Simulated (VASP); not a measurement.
A run of VASP 6.6.1:

Contents of POSCAR:

```
LiCl
1.0
    0.0000000000      2.5647600000      2.4878172000
    2.5647600000      0.0000000000      2.4878172000
    2.5647600000      2.5647600000      0.0000000000
Li Cl
1 1
Direct
    0.0000000000      0.0000000000      0.0000000000
    0.5000000000      0.5000000000      0.5000000000
```

Contents of INCAR.step1:

```
SYSTEM = LiCl
PREC = Accurate ; ENCUT = 520
ISMEAR = 0 ; SIGMA = 0.05
LREAL = .False. ; LASPH = .True.
NELM = 80 ; NBANDS = 12
GGA = PE ; ALGO = Normal
EDIFF = 1E-4 ; LWAVE = .True.
LCHARG = .False.
```

File INCAR.step2:

```
SYSTEM = LiCl
PREC = Accurate ; ENCUT = 520
EDIFF = 1E-6 ; ISMEAR = 0
SIGMA = 0.05 ; LREAL = .False.
LASPH = .True. ; NELM = 80
ALGO = Normal ; ISIF = 2
LWAVE = .False. ; LCHARG = .False.
METAGGA = R2SCAN ; LMIXTAU = .True.
NBANDS = 12 ; ISTART = 1
```

The input KPOINTS:

```
Automatic mesh
0
Gamma
  8 8 8
  0 0 0
```

Potentials or basis: VASP PAW PBE potentials, release 64 (Li_sv, Cl).

Run with:

```console
$ cat potpaw_PBE.64/Li_sv/POTCAR potpaw_PBE.64/Cl/POTCAR > POTCAR
$ cp INCAR.step1 INCAR
$ mpirun -np 1 vasp_std > vasp.out
$ cp INCAR.step2 INCAR
$ mpirun -np 1 vasp_std > vasp.out
```

Hardware: 1 thread of AMD EPYC 7R13 Processor (Zen 3), on a shared host.

Question: How long does it take, and how much memory?

Answer: It took 84 s on 1 thread of AMD EPYC 7R13 Processor (Zen 3), on a shared host, peak memory 0.13 GiB. Counts: k points 59.
